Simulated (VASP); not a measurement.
The system is ZnO.

```
CELL_PARAMETERS angstrom
3.37136 0.00000 0.00000
-1.68568 2.91969 0.00000
0.00000 0.00000 5.53091
ATOMIC_POSITIONS crystal
Zn 0.33333 0.66667 0.00034
Zn 0.66667 0.33333 0.50034
O 0.33333 0.66667 0.37466
O 0.66667 0.33333 0.87466
```

- Program: VASP 6.6.1
- Task: relaxation of cell and atoms
- Functional: r2SCAN
- Potentials or basis: VASP PAW PBE potentials, release 64 (Zn, O)
- Cutoff: 600 eV
- k mesh: 6 × 6 × 4
- Occupations: gaussian, width 0.1 eV
- Spin: no spin polarisation

At the start: pressure -15.3 GPa; volume 13.61 Å³/atom.

How do energy, volume and symmetry change on relaxing?

Over 3 steps the energy falls by 96.1 meV/atom and the volume is 11.85 Å³/atom (-12.9 %); space group P6_3mc (No. 186, to 0.05 Å).

Step by step:
| step | energy change (eV) | largest force (eV/Å) | pressure (GPa) | volume (Å³) |
| --- | --- | --- | --- | --- |
| 1 | 0.0000 | 0.0710 | -15.30 | 54.44 |
| 2 | -0.3115 | 0.0375 | 9.76 | 44.83 |
| 3 | -0.3843 | 0.0402 | 0.12 | 47.40 |

Final structure:
```
Zn O
1.0
     3.22506    0.00000    0.00000
    -1.61253    2.79299    0.00000
     0.00000    0.00000    5.26249
Zn O
2 2
Cartesian
  0.0000 1.8620 5.2620
  1.6125 0.9310 2.6308
  0.0000 1.8620 1.9739
  1.6125 0.9310 4.6051
```

Caveat: the PAW data sets were made with another functional, which shifts forces and pressure a little; the relaxation stopped at a loose force limit of 0.05 eV/Å, so its end isn't a converged minimum.
